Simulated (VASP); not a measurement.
NiO: single point with PBEsol+U

NiO:

```
Ni O
1.0
     0.00000    2.09131    2.09131
     2.09131    0.00000    2.09131
     2.09131    2.09131    0.00000
Ni O
1 1
Cartesian
  0.0000 0.0000 0.0000
  2.0913 2.0913 2.0913
```

| Property | Result |
| --- | --- |
| Program | VASP 6.6.1 |
| Task | single point |
| Functional | PBEsol |
| Potentials or basis | VASP PAW PBE potentials, release 64 (Ni, O) |
| Cutoff | 520 eV |
| k mesh | 8 × 8 × 8 |
| Occupations | gaussian, width 0.05 eV |
| Spin | collinear spin, ferromagnetic start |
| Starting moments | [2.0, 0.0] μB |
| Hubbard terms | Ni d U = 4.0 eV |

```yaml
Pressure: -6.0 GPa
Band_gap_on_the_k_mesh: 1.16 eV, indirect (least direct gap 2.08 eV)
Net_moment: 2.00 μB per cell
Site_moments: Ni +1.74; O +0.24 μB
Valence_electrons_inside_the_program's_atomic_spheres: Ni 8.99; O 4.99
```

Levels at points of the mesh, in eV from the valence-band top:
Spin up:
```
           k point  band 7  band 8  band 9  band 10  band 11  band 12
(0.00, 0.00, 0.00)   -1.97   -1.97   -1.97     2.20    18.17    18.17
(0.50, 0.00, 0.00)   -2.58    0.00    0.00     6.17    10.62    14.47
(0.50, 0.50, 0.00)   -3.33   -3.25   -3.25     6.59    11.31    11.63
```
Spin down:
| k point | band 4 | band 5 | band 6 | band 7 | band 8 | band 9 | band 10 | band 11 |
| --- | --- | --- | --- | --- | --- | --- | --- | --- |
| (0.00, 0.00, 0.00) | -3.09 | -1.49 | -1.49 | -1.49 | 1.16 | 1.16 | 2.58 | 18.30 |
| (0.50, 0.00, 0.00) | -3.91 | -1.86 | -1.86 | -1.54 | 3.74 | 3.74 | 6.37 | 11.15 |
| (0.50, 0.50, 0.00) | -2.90 | -2.90 | -2.10 | -2.10 | 1.60 | 2.10 | 7.17 | 11.66 |

Eigenvalues of the final occupation matrices:
| site | spin | trace | eigenvalues |
| --- | --- | --- | --- |
| site 1 d | 1 | 4.98 | 0.98 0.98 0.98 1.03 1.03 |
| site 1 d | 2 | 3.27 | 0.17 0.17 0.97 0.97 0.97 |

Wall time 9.4 s on 1 thread of Intel(R) Xeon(R) 6975P-C (Granite Rapids), with other jobs on the host, peak memory 0.15 GiB.

Caveat: the PAW data sets were made with another functional, which shifts forces and pressure a little; a cell with one magnetic atom can't hold antiferromagnetic order, which such compounds often take. A k mesh can miss the band edges.
